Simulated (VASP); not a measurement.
# ZnS (F-43m) in VASP: notebook

The runs below take ZnS through single point, with PBE.

All numbers are computed with VASP 6.6.1; they aren't measurements. Logs are shortened: lines on timing, memory, paths and dates and some standing lists are left out, and cuts for length are marked.

### 1 The cell of the first run

The structure is cubic, space group F-43m (No. 216). The conventional cell has a = 5.444 Å, b = 5.444 Å, c = 5.444 Å, α = 90.00°, β = 90.00°, γ = 90.00°. Zn (site symmetry -43m) has 4 S at 2.36 Å within 3.1 Å. S (site symmetry -43m) has 4 Zn at 2.36 Å within 3.1 Å.

### 2 Single point, PBE

Input file INCAR:

```
SYSTEM = ZnS
PREC = Accurate ; ENCUT = 500
EDIFF = 1E-6 ; ISMEAR = 0
SIGMA = 0.02 ; LREAL = .False.
LASPH = .True. ; NELM = 120
ALGO = Normal ; ISIF = 2
LWAVE = .False. ; LCHARG = .True.
GGA = PE ; LELF = .True.
LVHAR = .True. ; NBANDS = 16
GGA_COMPAT = .False.
```

Input file KPOINTS:

```
Automatic mesh
0
Gamma
  8 8 8
  0 0 0
```

Input file POSCAR:

```
ZnS
1.0
    0.0000000000      2.7218243403      2.7218243403
    2.7218243403      0.0000000000      2.7218243403
    2.7218243403      2.7218243403      0.0000000000
Zn S
1 1
Direct
    0.0000000000      0.0000000000      0.0000000000
    0.2500000000      0.2500000000      0.2500000000
```

Potentials or basis: VASP PAW PBE potentials, release 64 (Zn, S).

The run is started by

```sh
cat potpaw_PBE.64/Zn/POTCAR potpaw_PBE.64/S/POTCAR > POTCAR
mpirun -np 1 vasp_std > vasp.out
```

OUTCAR:

```text
SYSTEM = ZnS
   PREC = Accurate
   ENCUT = 500
   EDIFF = 1E-6
   ISMEAR = 0
   LREAL = .False.
   LASPH = .True.
   NELM = 120
   ISIF = 2
   GGA = PE

 ion  position               nearest neighbor table
   1  0.000  0.000  0.000-   2 2.36   2 2.36   2 2.36   2 2.36
   2  0.250  0.250  0.250-   1 2.36   1 2.36   1 2.36   1 2.36

  LATTYP: Found a face centered cubic cell.
 ALAT       =     5.4436486806

  Lattice vectors:

 A1 = (   0.0000000000,   2.7218243403,   2.7218243403)
 A2 = (   2.7218243403,   0.0000000000,   2.7218243403)
 A3 = (   2.7218243403,   2.7218243403,   0.0000000000)

Analysis of symmetry for initial positions (statically):
=====================================================================
 Subroutine PRICEL returns:
 Original cell was already a primitive cell.

 Routine SETGRP: Setting up the symmetry group for a
 face centered cubic supercell.

 Subroutine GETGRP returns: Found 24 space group operations
 (whereof 24 operations were pure point group operations)
 out of a pool of 48 trial point group operations.

The static configuration has the point symmetry T_d .

Analysis of symmetry for dynamics (positions and initial velocities):
=====================================================================
 Subroutine PRICEL returns:
 Original cell was already a primitive cell.

 Routine SETGRP: Setting up the symmetry group for a
 face centered cubic supercell.

 Subroutine GETGRP returns: Found 24 space group operations
 (whereof 24 operations were pure point group operations)
 out of a pool of 48 trial point group operations.

The dynamic configuration has the point symmetry T_d .

 Subroutine INISYM returns: Found 24 space group operations
 (whereof 24 operations are pure point group operations),
 and found     1 'primitive' translations

----------------------------------------------------------------------------------------

                                     Primitive cell

  volume of cell :      40.3283

  direct lattice vectors                    reciprocal lattice vectors
     0.000000000  2.721824340  2.721824340    -0.183700319  0.183700319  0.183700319
     2.721824340  0.000000000  2.721824340     0.183700319 -0.183700319  0.183700319
     2.721824340  2.721824340  0.000000000     0.183700319  0.183700319 -0.183700319

  length of vectors
     3.849240896  3.849240896  3.849240896     0.318178286  0.318178286  0.318178286

  position of ions in fractional coordinates (direct lattice)
     0.000000000  0.000000000  0.000000000
     0.250000000  0.250000000  0.250000000

  ion indices of the primitive-cell ions
   primitive index   ion index
                 1           1
                 2           2

----------------------------------------------------------------------------------------

 KPOINTS: Automatic mesh

Automatic generation of k-mesh.
 Grid dimensions read from file:
 generate k-points for:    8    8    8

 Generating k-lattice:

  Cartesian coordinates                     Fractional coordinates (reciprocal lattice)
    -0.022962540  0.022962540  0.022962540     0.125000000  0.000000000  0.000000000
     0.022962540 -0.022962540  0.022962540     0.000000000  0.125000000  0.000000000
     0.022962540  0.022962540 -0.022962540     0.000000000  0.000000000  0.125000000

  Length of vectors
     0.039772286  0.039772286  0.039772286

  Shift w.r.t. Gamma in fractional coordinates (k-lattice)
     0.000000000  0.000000000  0.000000000

 Subroutine IBZKPT returns following result:
 ===========================================

 Found     29 irreducible k-points:

 Following reciprocal coordinates:
            Coordinates               Weight
  0.000000  0.000000  0.000000      1.000000
  0.125000  0.000000  0.000000      8.000000
  0.250000  0.000000  0.000000      8.000000
  0.375000  0.000000  0.000000      8.000000
  0.500000  0.000000  0.000000      4.000000
  0.125000  0.125000  0.000000      6.000000
[... 16 lines left out ...]
  0.500000  0.250000  0.125000     48.000000
 -0.375000  0.250000  0.125000     24.000000
 [... further k-points ...]
   k-points           NKPTS =     29   k-points in BZ     NKDIM =     29   number of bands    NBANDS=     16
   number of dos      NEDOS =    301   number of ions     NIONS =      2
   total plane-waves  NPLWV =  21952
   dimension x,y,z NGX =    28 NGY =   28 NGZ =   28
   dimension x,y,z NGXF=    56 NGYF=   56 NGZF=   56
   ions per type =               1   1
   NGX,Y,Z   is equivalent  to a cutoff of  12.09, 12.09, 12.09 a.u.
   NGXF,Y,Z  is equivalent  to a cutoff of  24.19, 24.19, 24.19 a.u.
 SYSTEM =  ZnS
   PREC   = accura    normal or accurate (medium, high low for compatibility)
   ISTART =      0    job   : 0-new  1-cont  2-samecut
   ICHARG =      2    charge: 1-file 2-atom 10-const
   ISPIN  =      1    spin polarized calculation?
   LNONCOLLINEAR =      F non collinear calculations
   LSORBIT =      F    spin-orbit coupling
   LASPH  =      T    aspherical Exc in radial PAW
   ENCUT  =  500.0 eV  36.75 Ry    6.06 a.u.   7.02  7.02  7.02*2*pi/ulx,y,z
   NELM   =    120;   NELMIN=  2; NELMDL= -5     # of ELM steps
   EDIFF  = 0.1E-05   stopping-criterion for ELM
   LREAL  =      F    real-space projection
[... 7 lines left out ...]
   TEBEG  =    0.0;   TEEND  =   0.0 temperature during run
   PSTRESS=    0.0 pullay stress
   NELECT =      18.0000    total number of electrons
   NUPDOWN=      -1.0000    fix difference up-down
   EMIN   =  10.00;   EMAX   =-10.00  energy-range for DOS
   EFERMI =   0.00;   METHOD = LEGACY
   ISMEAR =     0;   SIGMA  =   0.02  broadening in eV -4-tet -1-fermi 0-gaus
   EFERMI_NEDOS =   21; number of points for ismear=-14 and -15
   IALGO  =     38    algorithm
   IMIX   =      4    mixing-type and parameters
     AMIX     =   0.40;   BMIX     =  1.00
     AMIX_MAG =   1.60;   BMIX_MAG =  1.00
  volume/ion in A,a.u.               =      20.16       136.07
  Fermi-wavevector in a.u.,A,eV,Ry     =   1.251110  2.364256 21.296884  1.565277
  Thomas-Fermi vector in A             =   2.385073
   LORBIT       =      0    0 simple, 1 ext, 2 COOP (PROOUT), +10 PAW based schemes
   GGA     = PE    functional components
   LHFCALC =     F    Hartree Fock is set to
   AEXX    =    0.0000 exact exchange contribution
   IVDW    =     0    specifies the selected vdW correction
   LEPSILON=     F    determine dielectric tensor
   LRPA    =     F    only Hartree local field effects (RPA)
 non-spin polarized calculation
 Gauss-broadening in eV      SIGMA  =   0.02
  energy-cutoff  :      500.00
  volume of cell :       40.33
 maximum number of plane-waves:      1036
   NGX = 13   NGY = 13   NGZ = 13

 number of electron      17.9999988 magnetization

 Free energy of the ion-electron system (eV)
  ---------------------------------------------------
  ext. energy  EPLUGINS =         0.00000000
  ---------------------------------------------------
  free energy    TOTEN  =        -6.85211926 eV

  energy without entropy =       -6.85211926  energy(sigma->0) =       -6.85211926

 E-fermi :   2.0291     XC(G=0):  -9.5274

 val. band max:        1.9053973808   @ k =   0.0000   0.0000   0.0000
 cond. band min:       3.9234826689   @ k =   0.0000   0.0000   0.0000
 fundamental gap:      2.0180852880
 Fermi energy:         2.0291402096

 k-point     1 :       0.0000    0.0000    0.0000
  band No.  band energies     occupation
      1     -11.0846      2.00000
      2      -4.3496      2.00000
      3      -4.3496      2.00000
      4      -4.3496      2.00000
      5      -3.8772      2.00000
      6      -3.8772      2.00000
[... 8 lines left out ...]
     15      13.6420      0.00000
     16      13.6527      0.00000

 k-point     2 :       0.1250    0.0000    0.0000
  band No.  band energies     occupation
      1     -10.9723      2.00000
      2      -4.3466      2.00000
      3      -4.3296      2.00000
      4      -4.3296      2.00000
      5      -3.8787      2.00000
      6      -3.8787      2.00000
[... 8 lines left out ...]
     15      13.0592      0.00000
     16      14.4470      0.00000

 k-point     3 :       0.2500    0.0000    0.0000
  band No.  band energies     occupation
      1     -10.6797      2.00000
      2      -4.2953      2.00000
      3      -4.2856      2.00000
      4      -4.2856      2.00000
      5      -3.8756      2.00000
      6      -3.8756      2.00000
[... 8 lines left out ...]
     15      12.8599      0.00000
     16      14.0499      0.00000

 k-point     4 :       0.3750    0.0000    0.0000
  band No.  band energies     occupation
      1     -10.3488      2.00000
      2      -4.2508      2.00000
      3      -4.2508      2.00000
      4      -4.0781      2.00000
      5      -3.8597      2.00000
      6      -3.8597      2.00000
[... 8 lines left out ...]
     15      13.9423      0.00000
     16      13.9423      0.00000

 k-point     5 :       0.5000    0.0000    0.0000
  band No.  band energies     occupation
      1     -10.1973      2.00000
      2      -4.2398      2.00000
      3      -4.2398      2.00000
      4      -3.8486      2.00000
      5      -3.8486      2.00000
      6      -3.6817      2.00000
[... 8 lines left out ...]
     15      15.2559      0.00000
     16      15.2559      0.00000

 k-point     6 :       0.1250    0.1250    0.0000
  band No.  band energies     occupation
      1     -10.9349      2.00000
      2      -4.3662      2.00000
      3      -4.3122      2.00000
      4      -4.3122      2.00000
      5      -3.8926      2.00000
      6      -3.8668      2.00000
[... 8 lines left out ...]
     15      13.8422      0.00000
     16      14.9342      0.00000
[... 267 lines left out ...]
 k-point    21 :       0.5000    0.5000    0.0000
  band No.  band energies     occupation
      1      -9.8993      2.00000
      2      -4.3574      2.00000
      3      -4.0240      2.00000
      4      -4.0240      2.00000
      5      -3.8062      2.00000
      6      -3.6687      2.00000
[... 8 lines left out ...]
     15      15.5902      0.00000
     16      16.3713      0.00000

 k-point    22 :       0.3750    0.2500    0.1250
  band No.  band energies     occupation
      1     -10.4507      2.00000
      2      -4.3188      2.00000
      3      -4.2226      2.00000
      4      -4.1953      2.00000
      5      -3.8975      2.00000
      6      -3.8412      2.00000
[... 8 lines left out ...]
     15      14.6302      0.00000
     16      16.8506      0.00000

 k-point    23 :       0.5000    0.2500    0.1250
  band No.  band energies     occupation
      1     -10.1746      2.00000
      2      -4.2392      2.00000
      3      -4.1927      2.00000
      4      -4.0494      2.00000
      5      -3.8596      2.00000
      6      -3.8048      2.00000
[... 8 lines left out ...]
     15      15.5566      0.00000
     16      16.1395      0.00000

 k-point    24 :      -0.3750    0.2500    0.1250
  band No.  band energies     occupation
      1     -10.0513      2.00000
      2      -4.2255      2.00000
      3      -4.1729      2.00000
      4      -3.9247      2.00000
      5      -3.8648      2.00000
      6      -3.6186      2.00000
[... 8 lines left out ...]
     15      15.2857      0.00000
     16      16.0645      0.00000

 [... further k-points ...]

------------------------ aborting loop because EDIFF is reached ----------------------------------------

  FORCE on cell =-STRESS in cart. coord.  units (eV):
  Direction    XX          YY          ZZ          XY          YZ          ZX
  --------------------------------------------------------------------------------------
  -------------------------------------------------------------------------------------
  Total        0.0343428      0.0343428      0.0343428     -0.0000000      0.0000000     -0.0000000
  in kB        1.3643839      1.3643839      1.3643839     -0.0000000      0.0000000     -0.0000000
  external PRESSURE =       1.3643839 kB  Pullay stress =       0.0000000 kB

 VOLUME and BASIS-vectors are now :
 -----------------------------------------------------------------------------
  energy-cutoff  :      500.00
  volume of cell :       40.33
      direct lattice vectors                 reciprocal lattice vectors
     0.000000000  2.721824340  2.721824340    -0.183700319  0.183700319  0.183700319
     2.721824340  0.000000000  2.721824340     0.183700319 -0.183700319  0.183700319
     2.721824340  2.721824340  0.000000000     0.183700319  0.183700319 -0.183700319

 POSITION                                       TOTAL-FORCE (eV/Angst)
 -----------------------------------------------------------------------------------
      0.00000      0.00000      0.00000         0.000000      0.000000      0.000000
      1.36091      1.36091      1.36091        -0.000000     -0.000000     -0.000000
 -----------------------------------------------------------------------------------
    total drift:                                0.000000      0.000000      0.000000

  FREE ENERGIE OF THE ION-ELECTRON SYSTEM (eV)
  ---------------------------------------------------
  free  energy   TOTEN  =        -6.8521192644 eV

  energy  without entropy=       -6.8521192644  energy(sigma->0) =       -6.85211926
```

It took 9.9 s on 1 thread of AMD EPYC 9R45 (Zen 5), shared host; peak memory 0.13 GiB.

Results:

```
Free energy            : -6.8521 eV
Pressure               : 0.1 GPa
Band gap on the k mesh : 2.02 eV
```

### 3 Single point, PBE

Input file INCAR:

```
SYSTEM = ZnS
PREC     = Accurate       ! precision mode
ENCUT    = 500            ! plane-wave cutoff, eV
EDIFF    = 1E-6           ! SCF threshold, eV
ISMEAR   = 0              ! smearing method
SIGMA    = 0.02           ! smearing width, eV
LREAL    = .FALSE.        ! projectors in reciprocal space
LASPH    = .TRUE.         ! aspherical terms in the spheres
NELM     = 120            ! most SCF steps
ALGO     = Normal         ! electronic algorithm
ISIF     = 2              ! what is computed and relaxed
LWAVE    = .FALSE.        ! write WAVECAR
LCHARG   = .FALSE.        ! write CHGCAR
GGA      = PE             ! functional
NBANDS   = 16             ! bands
GGA_COMPAT= .FALSE.
```

Input file KPOINTS:

```
regular mesh
0
G
  10 10 10
  0 0 0
```

POSCAR is that of step 2.

Potentials or basis: VASP PAW PBE potentials, release 64 (Zn, S).

The run is started by

```sh
cat potpaw_PBE.64/Zn/POTCAR potpaw_PBE.64/S/POTCAR > POTCAR
mpirun -np 1 vasp_std > vasp.out
```

Run time: 15 s. Hardware: 1 thread of AMD EPYC 9R45 (Zen 5), shared host; peak memory 0.14 GiB.

It converged, with:

```yaml
Free_energy: -6.8524 eV
Pressure: 0.1 GPa
Band_gap_on_the_k_mesh: 2.02 eV
```

Levels at points of the mesh, in eV from the valence-band top:
```
           k point  band 5  band 6  band 7  band 8  band 9  band 10  band 11  band 12  band 13  band 14
(0.00, 0.00, 0.00)   -5.78   -5.78    0.00    0.00    0.00     2.02     6.41     6.41     6.41    11.74
(0.50, 0.00, 0.00)   -5.75   -5.59   -5.15   -0.83   -0.83     3.27     6.94     6.94     8.79    12.07
(0.50, 0.50, 0.00)   -5.71   -5.57   -4.47   -2.14   -2.14     3.46     4.07    10.83    11.82    11.82
```
